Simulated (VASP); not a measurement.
# SiO2 (I4/mmm) in VASP: further runs

The runs below take SiO2 through single point, relaxation of cell and atoms, with PBE.

Everything below comes from runs of VASP 6.6.1. Logs are shortened: lines on timing, memory, paths and dates and some standing lists are left out, and cuts for length are marked.

**1. The cell of the first run**

The structure is tetragonal, space group I4/mmm (No. 139). Conventional cell: a = 2.410 Å, b = 2.410 Å, c = 10.837 Å, α = 90.00°, β = 90.00°, γ = 90.00°. Si (site symmetry 4/mmm) has 8 O at 2.02 Å and 4 Si at 2.41 Å within 2.7 Å. Within 2.7 Å of O (site symmetry 4mm) lie 4 Si at 2.02 Å and 5 O at 2.18 to 2.41 Å.

**2. Single point, PBE**

File INCAR:

```
SYSTEM = SiO2
PREC     = Accurate       ! precision mode
ENCUT    = 520            ! plane-wave cutoff, eV
EDIFF    = 1E-7           ! SCF threshold, eV
ISMEAR   = 0              ! smearing method
SIGMA    = 0.1            ! smearing width, eV
LREAL    = .False.        ! projectors in reciprocal space
LASPH    = .True.         ! aspherical terms in the spheres
NELM     = 80             ! most SCF steps
ALGO     = Normal         ! electronic algorithm
ISIF     = 2              ! what is computed and relaxed
LWAVE    = .False.        ! write WAVECAR
LCHARG   = .False.        ! write CHGCAR
GGA      = PE             ! functional
NBANDS   = 15             ! bands
```

File KPOINTS:

```
regular mesh
0
Gamma
  8 8 8
  0 0 0
```

File POSCAR:

```
SiO2
1.0
   -1.2051550345      1.2051550345      5.4183483196
    1.2051550345     -1.2051550345      5.4183483196
    1.2051550345      1.2051550345     -5.4183483196
Si O
1 2
Direct
    0.0000000000      0.0000000000      0.0000000000
    0.3996205522      0.3996205522      0.0000000000
    0.6003794478      0.6003794478      0.0000000000
```

Potentials or basis: VASP PAW PBE potentials, release 64 (Si, O).

On the command line:

```
cat potpaw_PBE.64/Si/POTCAR potpaw_PBE.64/O/POTCAR > POTCAR
mpirun -np 1 vasp_std > vasp.out
```

OUTCAR:

```text
SYSTEM = SiO2
   PREC = Accurate
   ENCUT = 520
   EDIFF = 1E-7
   ISMEAR = 0
   LREAL = .False.
   LASPH = .True.
   NELM = 80
   ISIF = 2
   GGA = PE

 ion  position               nearest neighbor table
   1  0.000  0.000  0.000-   3 2.02   3 2.02   3 2.02   2 2.02   3 2.02   2 2.02   2 2.02   2 2.02

   2  0.400  0.400  0.000-   1 2.02   1 2.02   1 2.02   1 2.02
   3  0.600  0.600  0.000-   1 2.02   1 2.02   1 2.02   1 2.02

  LATTYP: Found a body centered tetragonal cell.
 ALAT       =     2.4103100690
 C/A-ratio  =     4.4959761728

  Lattice vectors:

 A1 = (  -1.2051550345,   1.2051550345,   5.4183483196)
 A2 = (   1.2051550345,  -1.2051550345,   5.4183483196)
 A3 = (   1.2051550345,   1.2051550345,  -5.4183483196)

Analysis of symmetry for initial positions (statically):
=====================================================================
 Subroutine PRICEL returns:
 Original cell was already a primitive cell.

 Routine SETGRP: Setting up the symmetry group for a
 body centered tetragonal supercell.

 Subroutine GETGRP returns: Found 16 space group operations
 (whereof 16 operations were pure point group operations)
 out of a pool of 16 trial point group operations.

The static configuration has the point symmetry D_4h.

Analysis of symmetry for dynamics (positions and initial velocities):
=====================================================================
 Subroutine PRICEL returns:
 Original cell was already a primitive cell.

 Routine SETGRP: Setting up the symmetry group for a
 body centered tetragonal supercell.

 Subroutine GETGRP returns: Found 16 space group operations
 (whereof 16 operations were pure point group operations)
 out of a pool of 16 trial point group operations.

The dynamic configuration has the point symmetry D_4h.

 Subroutine INISYM returns: Found 16 space group operations
 (whereof 16 operations are pure point group operations),
 and found     1 'primitive' translations

----------------------------------------------------------------------------------------

                                     Primitive cell

  volume of cell :      31.4784

  direct lattice vectors                    reciprocal lattice vectors
    -1.205155034  1.205155034  5.418348320     0.000000000  0.414884381  0.092279043
     1.205155034 -1.205155034  5.418348320     0.414884381  0.000000000  0.092279043
     1.205155034  1.205155034 -5.418348320     0.414884381  0.414884381  0.000000000

  length of vectors
     5.680078857  5.680078857  5.680078857     0.425022907  0.425022907  0.586735118

  position of ions in fractional coordinates (direct lattice)
     0.000000000  0.000000000  0.000000000
     0.399620552  0.399620552  0.000000000
     0.600379448  0.600379448  0.000000000

  ion indices of the primitive-cell ions
   primitive index   ion index
                 1           1
                 2           2
                 3           3

----------------------------------------------------------------------------------------

 KPOINTS: regular mesh

Automatic generation of k-mesh.
 Grid dimensions read from file:
 generate k-points for:    8    8    8

 Generating k-lattice:

  Cartesian coordinates                     Fractional coordinates (reciprocal lattice)
     0.000000000  0.051860548  0.011534880     0.125000000  0.000000000  0.000000000
     0.051860548  0.000000000  0.011534880     0.000000000  0.125000000  0.000000000
     0.051860548  0.051860548  0.000000000     0.000000000  0.000000000  0.125000000

  Length of vectors
     0.053127863  0.053127863  0.073341890

  Shift w.r.t. Gamma in fractional coordinates (k-lattice)
     0.000000000  0.000000000  0.000000000

 Subroutine IBZKPT returns following result:
 ===========================================

 Found     59 irreducible k-points:

 Following reciprocal coordinates:
            Coordinates               Weight
  0.000000  0.000000  0.000000      1.000000
  0.125000  0.000000  0.000000      8.000000
  0.250000  0.000000  0.000000      8.000000
  0.375000  0.000000  0.000000      8.000000
  0.500000  0.000000  0.000000      4.000000
  0.125000  0.125000  0.000000      8.000000
[... 16 lines left out ...]
  0.250000  0.125000  0.125000     16.000000
  0.375000  0.125000  0.125000      8.000000
 [... further k-points ...]
   k-points           NKPTS =     59   k-points in BZ     NKDIM =     59   number of bands    NBANDS=     15
   number of dos      NEDOS =    301   number of ions     NIONS =      3
   total plane-waves  NPLWV =  74088
   dimension x,y,z NGX =    42 NGY =   42 NGZ =   42
   dimension x,y,z NGXF=    84 NGYF=   84 NGZF=   84
   ions per type =               1   2
   NGX,Y,Z   is equivalent  to a cutoff of  12.29, 12.29, 12.29 a.u.
   NGXF,Y,Z  is equivalent  to a cutoff of  24.59, 24.59, 24.59 a.u.
 SYSTEM =  SiO2
   PREC   = accura    normal or accurate (medium, high low for compatibility)
   ISTART =      0    job   : 0-new  1-cont  2-samecut
   ICHARG =      2    charge: 1-file 2-atom 10-const
   ISPIN  =      1    spin polarized calculation?
   LNONCOLLINEAR =      F non collinear calculations
   LSORBIT =      F    spin-orbit coupling
   LASPH  =      T    aspherical Exc in radial PAW
   ENCUT  =  520.0 eV  38.22 Ry    6.18 a.u.  10.56 10.56 10.56*2*pi/ulx,y,z
   NELM   =     80;   NELMIN=  2; NELMDL= -5     # of ELM steps
   EDIFF  = 0.1E-06   stopping-criterion for ELM
   LREAL  =      F    real-space projection
   EDIFFG = 0.1E-05   stopping-criterion for IOM
   NSW    =      0    number of steps for IOM
   IBRION =     -1    ionic relax: 0-MD 1-quasi-New 2-CG
   NFREE  =      0    steps in history (QN), initial steepest desc. (CG)
   ISIF   =      2    stress and relaxation
   ISYM   =      2    0-nonsym 1-usesym 2-fastsym
   POTIM  = 0.5000    time-step for ionic-motion
   TEBEG  =    0.0;   TEEND  =   0.0 temperature during run
   PSTRESS=    0.0 pullay stress
   NELECT =      16.0000    total number of electrons
   NUPDOWN=      -1.0000    fix difference up-down
   EMIN   =  10.00;   EMAX   =-10.00  energy-range for DOS
   EFERMI =   0.00;   METHOD = LEGACY
   ISMEAR =     0;   SIGMA  =   0.10  broadening in eV -4-tet -1-fermi 0-gaus
   EFERMI_NEDOS =   21; number of points for ismear=-14 and -15
   IALGO  =     38    algorithm
   IMIX   =      4    mixing-type and parameters
     AMIX     =   0.40;   BMIX     =  1.00
     AMIX_MAG =   1.60;   BMIX_MAG =  1.00
  volume/ion in A,a.u.               =      10.49        70.81
  Fermi-wavevector in a.u.,A,eV,Ry     =   1.306503  2.468934 23.224483  1.706951
  Thomas-Fermi vector in A             =   2.437301
   LORBIT       =      0    0 simple, 1 ext, 2 COOP (PROOUT), +10 PAW based schemes
   GGA     = PE    functional components
   LHFCALC =     F    Hartree Fock is set to
   AEXX    =    0.0000 exact exchange contribution
   IVDW    =     0    specifies the selected vdW correction
   LEPSILON=     F    determine dielectric tensor
   LRPA    =     F    only Hartree local field effects (RPA)
 non-spin polarized calculation
 Gauss-broadening in eV      SIGMA  =   0.10
  energy-cutoff  :      520.00
  volume of cell :       31.48
 maximum number of plane-waves:       865
   NGX = 21   NGY = 21   NGZ = 21

 number of electron      16.0000004 magnetization

 Free energy of the ion-electron system (eV)
  ---------------------------------------------------
  ext. energy  EPLUGINS =         0.00000000
  ---------------------------------------------------
  free energy    TOTEN  =       -17.57632003 eV

  energy without entropy =      -17.57413408  energy(sigma->0) =      -17.57522705

 E-fermi :   4.5596     XC(G=0): -10.2861

 val. band max:        4.4613130704   @ k =   0.5000   0.3750   0.0000
 cond. band min:       4.5874724401   @ k =   0.5000   0.5000   0.0000
 fundamental gap:      0.1261593697
 Fermi energy:         4.5595560655

 k-point     1 :       0.0000    0.0000    0.0000
  band No.  band energies     occupation
      1     -17.7460      2.00000
      2     -14.5306      2.00000
      3      -3.2326      2.00000
      4       2.0959      2.00000
      5       2.0959      2.00000
      6       3.1295      2.00000
      7       3.4261      2.00000
      8       3.4261      2.00000
      9       5.9840      0.00000
     10      10.8334      0.00000
     11      11.5994      0.00000
     12      14.6149      0.00000
     13      17.4011      0.00000
     14      18.4129      0.00000
     15      18.4129      0.00000

 k-point     2 :       0.1250    0.0000    0.0000
  band No.  band energies     occupation
      1     -17.4861      2.00000
      2     -14.3397      2.00000
      3      -3.0942      2.00000
      4       0.2970      2.00000
      5       2.2247      2.00000
      6       2.2581      2.00000
      7       3.2294      2.00000
      8       3.5367      2.00000
      9       7.0193      0.00000
     10      11.6890      0.00000
     11      11.7275      0.00000
     12      14.7109      0.00000
     13      17.5074      0.00000
     14      18.3321      0.00000
     15      19.3521      0.00000

 k-point     3 :       0.2500    0.0000    0.0000
  band No.  band energies     occupation
      1     -16.7694      2.00000
      2     -13.8289      2.00000
      3      -3.6382      2.00000
      4      -1.5700      2.00000
      5       0.0528      2.00000
      6       2.5547      2.00000
      7       3.4370      2.00000
      8       3.8153      2.00000
      9       8.2852      0.00000
     10      10.8842      0.00000
     11      13.3325      0.00000
     12      15.5796      0.00000
     13      17.5661      0.00000
     14      18.0236      0.00000
     15      21.8894      0.00000

 k-point     4 :       0.3750    0.0000    0.0000
  band No.  band energies     occupation
      1     -15.8542      2.00000
      2     -13.2213      2.00000
      3      -5.7744      2.00000
      4      -1.8442      2.00000
      5      -1.1758      2.00000
      6       2.9165      2.00000
      7       3.6709      2.00000
      8       4.1119      2.00000
      9       8.7578      0.00000
     10      10.1467      0.00000
     11      14.9643      0.00000
     12      16.2446      0.00000
     13      17.5153      0.00000
     14      17.7879      0.00000
     15      20.6664      0.00000
[... 307 lines left out ...]
 k-point    22 :       0.1250    0.1250    0.1250
  band No.  band energies     occupation
      1     -15.8602      2.00000
      2     -13.1536      2.00000
      3      -3.2781      2.00000
      4      -1.6239      2.00000
      5      -0.5056      2.00000
      6       0.3946      2.00000
      7       1.1745      2.00000
      8       3.8301      2.00000
      9       9.0357      0.00000
     10      11.5970      0.00000
     11      13.0064      0.00000
     12      13.5431      0.00000
     13      15.5658      0.00000
     14      21.1660      0.00000
     15      22.8267      0.00000

 k-point    23 :       0.2500    0.1250    0.1250
  band No.  band energies     occupation
      1     -15.0228      2.00000
      2     -12.5808      2.00000
      3      -4.7404      2.00000
      4      -1.6405      2.00000
      5      -1.0412      2.00000
      6       0.1356      2.00000
      7       1.4147      2.00000
      8       4.0652      2.00000
      9       8.2720      0.00000
     10      10.9330      0.00000
     11      11.5494      0.00000
     12      12.7926      0.00000
     13      17.2649      0.00000
     14      21.2937      0.00000
     15      22.6204      0.00000

 k-point    24 :       0.3750    0.1250    0.1250
  band No.  band energies     occupation
      1     -14.5932      2.00000
      2     -12.3078      2.00000
      3      -5.6246      2.00000
      4      -1.7325      2.00000
      5      -1.3338      2.00000
      6       0.5030      2.00000
      7       1.6672      2.00000
      8       4.1680      2.00000
      9       7.6962      0.00000
     10      10.2971      0.00000
     11      11.4181      0.00000
     12      12.3525      0.00000
     13      19.1736      0.00000
     14      19.7379      0.00000
     15      22.6192      0.00000

 [... further k-points ...]
[... 5 lines left out ...]
  --------------------------------------------------------------------------------------
  -------------------------------------------------------------------------------------
  Total        0.1418427      0.1418427      0.0944285      0.0000000      0.0000000     -0.0000000
  in kB        7.2194618      7.2194618      4.8061895      0.0000000      0.0000000     -0.0000000
  external PRESSURE =       6.4150377 kB  Pullay stress =       0.0000000 kB

 VOLUME and BASIS-vectors are now :
 -----------------------------------------------------------------------------
  energy-cutoff  :      520.00
  volume of cell :       31.48
      direct lattice vectors                 reciprocal lattice vectors
    -1.205155034  1.205155034  5.418348320     0.000000000  0.414884381  0.092279043
     1.205155034 -1.205155034  5.418348320     0.414884381  0.000000000  0.092279043
     1.205155034  1.205155034 -5.418348320     0.414884381  0.414884381  0.000000000

 POSITION                                       TOTAL-FORCE (eV/Angst)
 -----------------------------------------------------------------------------------
      0.00000      0.00000      0.00000         0.000000      0.000000      0.000000
      0.00000      0.00000      4.33057        -0.000000     -0.000000     -0.035488
      0.00000      0.00000      6.50613         0.000000      0.000000      0.035488
 -----------------------------------------------------------------------------------
    total drift:                               -0.000000     -0.000000     -0.000000

  FREE ENERGIE OF THE ION-ELECTRON SYSTEM (eV)
  ---------------------------------------------------
  free  energy   TOTEN  =       -17.5763200288 eV

  energy  without entropy=      -17.5741340791  energy(sigma->0) =      -17.57522705
```

Wall time 2.4 min (1 thread of Intel Xeon Platinum 8175M at 2.50GHz (Skylake/Cascade Lake), shared host); peak memory 0.24 GiB.

Results:

```
Free energy            : -17.5763 eV
Pressure               : 0.6 GPa
Largest force          : 0.035 eV/Å
Band gap on the k mesh : 0.13 eV (least direct gap 0.47 eV)
```

Forces in eV/Å, atoms in the order of the input:
```
Si   0.000  0.000  0.000
O    0.000  0.000 -0.035
O    0.000  0.000  0.035
```

Stress tensor (GPa, compression positive):
```
0.72 0.00 0.00
0.00 0.72 0.00
0.00 0.00 0.48
```

Caveat: semilocal functionals underestimate gaps, and a narrow one can read as zero. A k mesh can miss the band edges.

[end of part 1 of 2]
